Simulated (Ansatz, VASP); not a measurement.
# Hg in VASP and in Ansatz

Contents of INCAR:

```
ALGO = Normal
EDIFF = 1E-8
ENCUT = 410
GGA = PE
GGA_COMPAT = False
ISIF = 2
ISMEAR = -1
LASPH = True
LCHARG = False
LEFG = True
LREAL = False
LWAVE = False
NBANDS = 37
NELM = 120
PREC = Accurate
SIGMA = 0.05
```

Contents of KPOINTS:

```
k-points
0
Gamma
  8 8 9
```

Contents of POSCAR:

```
Hg
1.0
    4.5400020208      0.0000000000      0.0000000000
   -2.2700010104      3.9317570832      0.0000000000
    0.0000000000      0.0000000000      3.8700000000
Hg
3
Direct
    0.3333333333      0.6666666667      0.5000000000
    0.0000000000      0.0000000000      0.0000000000
    0.6666666667      0.3333333333      0.5000000000
```

Input for Ansatz:

```yaml
crystal:
  lattice:
    - [4.5400020208, 0.0, 0.0]
    - [-2.2700010104, 3.9317570832, 0.0]
    - [0.0, 0.0, 3.87]
  atoms:
    - { symbol: Hg, position: [0.3333333333, 0.6666666667, 0.5] }
    - { symbol: Hg, position: [0.0, 0.0, 0.0] }
    - { symbol: Hg, position: [0.6666666667, 0.3333333333, 0.5] }
kpoints:
  mp_grid: { grid: [8, 8, 9] }
  band_path:
    path:
      - [0.0, 0.0, 0.0]
      - [0.5, 0.0, 0.0]
      - [0.3333333333, 0.3333333333, 0.0]
      - [0.0, 0.0, 0.0]
      - [0.0, 0.0, 0.5]
      - [0.5, 0.0, 0.5]
      - [0.3333333333, 0.3333333333, 0.5]
      - [0.0, 0.0, 0.5]
      - [0.5, 0.0, 0.5]
    npoints: 14
scf:
  occupations: { method: fermi_dirac, width: 0.05 }
hamiltonian:
  xc: pbe
  pseudopotentials: { kind: paw }
output:
  forces: true
  stress: true
  eigenvalues: true
  efg: { contact_densities: true }
  populations: true
  bader: true
  dos: { projected: true, de: 0.2, e_range: [-14, 8] }
  write_density: true
  write_potential: true
  elf: true
  volumetric_format: npy
```

Alike in both runs: task electric field gradients; functional PBE; k mesh 8 × 8 × 9; occupations fermi-dirac, width 0.05 eV; no spin polarisation.

```csv
,VASP,Ansatz
version,VASP 6.6.1,Ansatz 0.2.0
potentials or method,"VASP PAW PBE potentials, release 64 (Hg_sv_GW)","PAW with Ansatz's default frozen-core files, scalar-relativistic"
plane-wave cutoff (eV),410,420
valence electrons in the cell,60,60
```

VASP gave:

| Quantity | Value |
| --- | --- |
| size of Vzz on the site where it differs most (V/Å²) | 289.8 |

Problem. What did Ansatz give for the same quantities?

Solution. Size of Vzz on the site where it differs most (V/Å²): 262.4.

Neither program's run includes spin-orbit coupling.
